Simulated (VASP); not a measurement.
Write the native input for VASP 6.6.1 that does the following.

| Property | Result |
| --- | --- |
| Task | single point |
| Functional | PBE |
| Potentials or basis | VASP PAW PBE potentials, release 64 (Te, Pt) |
| Cutoff | 520 eV |
| k mesh | 6 × 6 × 1 |
| Occupations | gaussian, width 0.1 eV |
| Spin | no spin polarisation |
| Dipole correction | yes |
| Further INCAR settings | ALGO = Normal; EDIFF = 1e-07; NBANDS = 15 |

The structure of TePt lies in POSCAR:

```
TePt
1.0
    4.0845988108      0.0000000000      0.0000000000
   -2.0422994054      3.5373663344      0.0000000000
    0.0000000000      0.0000000000     26.2379372800
Te Pt
1 1
Direct
    0.6666666667      0.3333333333      0.3234478229
    0.0000000000      0.0000000000      0.2863562112
```

The input as run:

INCAR

```
SYSTEM = TePt
ALGO = Normal
DIPOL = 0.5 0.5 0.305
EDIFF = 1E-7
ENCUT = 520
GGA = PE
IDIPOL = 3
ISIF = 2
ISMEAR = 0
LASPH = .True.
LCHARG = .True.
LDIPOL = .True.
LELF = .True.
LREAL = .False.
LVACPOTAV = .True.
LVHAR = .True.
LWAVE = .False.
NBANDS = 15
NELM = 60
PREC = Accurate
SIGMA = 0.1
```

KPOINTS

```
k-points
0
Gamma
  6 6 1
  0 0 0
```

Potentials or basis: VASP PAW PBE potentials, release 64 (Te, Pt).

Command:

```bash
$ cat potpaw_PBE.64/Te/POTCAR potpaw_PBE.64/Pt/POTCAR > POTCAR
$ mpirun -np 1 vasp_std > vasp.out
```

Results of the run:

The band gap on the k mesh is zero (bands 8 and 9 overlap by 2.51 eV). The work function of the upper face is 4.59 eV. The work function of the lower face is 5.02 eV.

Caveat: spin-orbit coupling is left out, which moves the levels of the heavy elements.

Run time: 2.8 min on 1 thread of AMD EPYC 7R13, with other jobs on the host, peak memory 0.4 GiB.
